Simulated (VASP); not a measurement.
Set up this calculation in VASP 6.6.1, as the native input.

```yaml
Task: single point
Functional: PBEsol
Potentials_or_basis: VASP PAW PBE potentials, release 64 (Re)
Cutoff: 520 eV
k_mesh: 17 × 17 × 17
Occupations: fermi-dirac, width 0.05 eV
Spin: no spin polarisation
Dipole_correction: no
Further_INCAR_settings: ALGO = Normal; EDIFF = 1e-06; NBANDS = 10
```

The structure of Re lies in POSCAR:

```
Re
1.0
    0.0000000000      1.9399896624      1.9399896624
    1.9399896624      0.0000000000      1.9399896624
    1.9399896624      1.9399896624      0.0000000000
Re
1
Direct
    0.0000000000      0.0000000000      0.0000000000
```

These files were run (other wordings do the same):

INCAR

```
SYSTEM = Re
PREC = Accurate
ENCUT = 520
EDIFF = 1E-6
ISMEAR = -1
SIGMA = 0.05
LREAL = .FALSE.
LASPH = .TRUE.
NELM = 80
ALGO = Normal
ISIF = 2
LWAVE = .FALSE.
LCHARG = .FALSE.
GGA = PS
NBANDS = 10
```

KPOINTS

```
regular mesh
0
G
  17 17 17
  0 0 0
```

Potentials or basis: VASP PAW PBE potentials, release 64 (Re).

Launch:

```bash
$ cat potpaw_PBE.64/Re/POTCAR > POTCAR
$ mpirun -np 1 vasp_std > vasp.out
```

Results of the run:

| Item | Value |
| --- | --- |
| Pressure | 0.0 GPa |

Caveat: the PAW data sets were made with another functional, which shifts forces and pressure a little.

It took 23 s on 1 thread of AMD EPYC 7R13 Processor (Zen 3), on a shared host, peak memory 0.11 GiB.
